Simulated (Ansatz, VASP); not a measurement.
# Two plane-wave programs on GeC2N4

The input INCAR:

```
PREC = Accurate
ENCUT = 520
EDIFF = 1E-7
ISMEAR = -1
SIGMA = 0.02
LREAL = F
LASPH = T
NELM = 100
ALGO = Normal
ISIF = 2
LWAVE = F
LCHARG = F
GGA = PE
NBANDS = 55
```

KPOINTS

```
regular mesh
0
Gamma
  4 10 4
```

POSCAR

```
GeC2N4
1.0
    7.1268372310      0.0000000000     -0.0104895331
    0.0000000000      2.6453451806      0.0000000000
   -3.5727836775      0.0000000000      5.8958779962
C Ge N
4 2 8
Direct
    0.5594608894      0.5000000000      0.8093625341
    0.2451433752      0.5000000000      0.4079961728
    0.1968942408      0.5000000000      0.7736674432
    0.3982300982      0.0000000000      0.1743841146
    0.8329235484      0.0000000000      0.2224508085
    0.7714302234      0.0000000000      0.6195907596
    0.3283706534      0.5000000000      0.6509751651
    0.6369771070      0.0000000000      0.3171529837
    0.7143775601      0.5000000000      0.7427113574
    0.5989094707      0.0000000000      0.9391130827
    0.0617885186      0.0000000000      0.6912478662
    1.0152240271      0.5000000000      0.2740044971
    0.3326139656      0.0000000000      0.3516231413
    0.3076563223      0.5000000000      0.0257200737
```

Input for Ansatz:

```yaml
crystal:
  lattice:
    - [7.126837231, 0.0, -0.0104895331]
    - [0.0, 2.6453451806, 0.0]
    - [-3.5727836775, 0.0, 5.8958779962]
  atoms:
    - { symbol: C, position: [0.5594608894, 0.5, 0.8093625341] }
    - { symbol: Ge, position: [0.8329235484, 0.0, 0.2224508085] }
    - { symbol: Ge, position: [0.7714302234, 0.0, 0.6195907596] }
    - { symbol: C, position: [0.2451433752, 0.5, 0.4079961728] }
    - { symbol: C, position: [0.1968942408, 0.5, 0.7736674432] }
    - { symbol: C, position: [0.3982300982, 0.0, 0.1743841146] }
    - { symbol: "N", position: [0.3283706534, 0.5, 0.6509751651] }
    - { symbol: "N", position: [0.636977107, 0.0, 0.3171529837] }
    - { symbol: "N", position: [0.7143775601, 0.5, 0.7427113574] }
    - { symbol: "N", position: [0.5989094707, 0.0, 0.9391130827] }
    - { symbol: "N", position: [0.0617885186, 0.0, 0.6912478662] }
    - { symbol: "N", position: [1.0152240271, 0.5, 0.2740044971] }
    - { symbol: "N", position: [0.3326139656, 0.0, 0.3516231413] }
    - { symbol: "N", position: [0.3076563223, 0.5, 0.0257200737] }
kpoints:
  mp_grid: { grid: [4, 10, 4] }
  band_path:
    path:
      - [0.0, 0.0, 0.0]
      - [0.0, -0.5, 0.0]
      - [0.5, -0.5, -0.5]
      - [0.5, 0.0, -0.5]
      - [0.0, 0.0, 0.0]
      - [1.498810056422e-16, 0.0, -0.5]
      - [1.498810056422e-16, -0.5, -0.5]
      - [0.0, -0.5, 0.0]
      - [-0.5, -0.5, -4.233678653807e-17]
      - [-0.5, 0.0, -4.233678653807e-17]
      - [0.0, 0.0, 0.0]
    npoints: 10
hamiltonian:
  xc: pbe
scf:
  occupations: { method: fermi_dirac, width: 0.02 }
  n_extra_bands: 7
output:
  forces: true
  stress: true
  eigenvalues: true
```

Alike in both runs: task single point; functional PBE; k mesh 4 × 10 × 4; occupations fermi-dirac, width 0.02 eV; no spin polarisation.

|  | VASP | Ansatz |
| --- | --- | --- |
| version | VASP 6.6.1 | Ansatz 0.2.0 |
| potentials or method | VASP PAW PBE potentials, release 64 (C, Ge_d, N) | plane waves, PAW |
| plane-wave cutoff (eV) | 520 | 420 |
| valence electrons in the cell | 84 | 84 |

|  | VASP | Ansatz | Ansatz less VASP |
| --- | --- | --- | --- |
| gap on the k mesh at the Fermi level (eV) | 2.40 | 2.40 | +0.001 |
| pressure (GPa) | 6.0 | 6.3 | +0.31 |
| rms of the force components (eV/Å) | 0.114 | 0.152 | +0.0376 |
